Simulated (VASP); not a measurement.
Input of a VASP 6.6.1 run:

INCAR

```
SYSTEM = NiGe3
  ALGO = Normal
  EDIFF = 1E-6
  EDIFFG = -0.04
  ENCUT = 600
  GGA = PE
  IBRION = 2
  ISIF = 3
  ISMEAR = 0
  ISPIN = 2
  LASPH = .True.
  LCHARG = .False.
  LMAXMIX = 4
  LORBIT = 11
  LREAL = .False.
  LWAVE = .False.
  MAGMOM = 0.18 0 0 0
  NELM = 150
  NSW = 90
  PREC = Accurate
  SIGMA = 0.1
```

File KPOINTS:

```
k-points
0
Gamma
  4 4 4
  0 0 0
```

POSCAR

```
NiGe3
1.0
    3.9477733574      0.0000000000      0.0000000000
    0.0000000000      3.9477733574      0.0000000000
    0.0000000000      0.0000000000      3.9477733574
Ni Ge
1 3
Direct
    0.0000000000      0.0000000000      0.0000000000
    0.0000000000      0.5000000000      0.5000000000
    0.5000000000      0.0000000000      0.5000000000
    0.5000000000      0.5000000000      0.0000000000
```

Potentials or basis: VASP PAW PBE potentials, release 64 (Ni, Ge_d).

Run with:

```bash
$ cat potpaw_PBE.64/Ni/POTCAR potpaw_PBE.64/Ge_d/POTCAR > POTCAR
$ mpirun -np 1 vasp_std > vasp.out
```

Q: Estimate the space group after relaxing (to 0.05 Å).

A: Pm-3m (No. 221).

Q: What does it give for the relaxed cell?

A: a = 4.025 Å, b = 4.025 Å, c = 4.025 Å, α = 90.00°, β = 90.00°, γ = 90.00°.

Step by step:
| step | energy change (eV) | largest force (eV/Å) | pressure (GPa) | volume (Å³) |
| --- | --- | --- | --- | --- |
| 1 | 0.0000 | 0.0000 | 6.22 | 61.53 |
| 2 | -0.0549 | 0.0000 | -2.15 | 67.00 |
| 3 | -0.0672 | 0.0000 | -0.06 | 65.23 |

Caveat: the k points lie up to 0.39 Å⁻¹ apart in the final cell.
